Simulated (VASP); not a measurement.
Set up this calculation in VASP 6.6.1, as the native input.

```
Task                   : single point
Functional             : PBEsol
Potentials or basis    : VASP PAW PBE potentials, release 64 (W_sv, Se)
Cutoff                 : 520 eV
k mesh                 : 12 × 12 × 2
Occupations            : gaussian, width 0.05 eV
Spin                   : no spin polarisation
Dipole correction      : no
Further INCAR settings : ALGO = Normal; EDIFF = 1e-06; NBANDS = 20
```

The structure of WSe2 lies in POSCAR:

```
WSe2
1.0
    3.2702526784      0.0000000000      0.0000000000
   -1.6351263392      2.8321218963      0.0000000000
    0.0000000000      0.0000000000     16.6612169706
W Se
1 2
Direct
    0.0000000000      0.0000000000      0.0052517172
    0.3333333333      0.6666666667      0.1003992721
    0.3333333333      0.6666666667      0.8996007279
```

This cell differs from its parent crystal: all W atoms moved +0.087 Å, as atom 1 along Cartesian [0 0 1].

One way to write it, as run:

INCAR

```
SYSTEM = WSe2
PREC = Accurate
ENCUT = 520
EDIFF = 1E-6
ISMEAR = 0
SIGMA = 0.05
LREAL = .FALSE.
LASPH = .TRUE.
NELM = 80
ALGO = Normal
ISIF = 2
LWAVE = .FALSE.
LCHARG = .FALSE.
GGA = PS
NBANDS = 20
```

KPOINTS

```
regular mesh
0
G
  12 12 2
  0 0 0
```

Potentials or basis: VASP PAW PBE potentials, release 64 (W_sv, Se).

The run is started by

```bash
$ cat potpaw_PBE.64/W_sv/POTCAR potpaw_PBE.64/Se/POTCAR > POTCAR
$ mpirun -np 1 vasp_std > vasp.out
```

It gave:

| Property | Result |
| --- | --- |
| Largest force | 2.614 eV/Å |
| Band gap on the k mesh | 1.64 eV (least direct gap 1.69 eV) |

Caveat: the cell differs from its parent crystal (all W atoms moved +0.087 Å, as atom 1 along Cartesian [0 0 1]); there is no dipole correction, which matters where the two faces differ; the PAW data sets were made with another functional, which shifts forces and pressure a little; spin-orbit coupling is left out, which moves the levels of the heavy elements.

Wall time 4.2 min on 1 thread of Intel Xeon 8259CL, with other jobs on the host, peak memory 0.32 GiB.
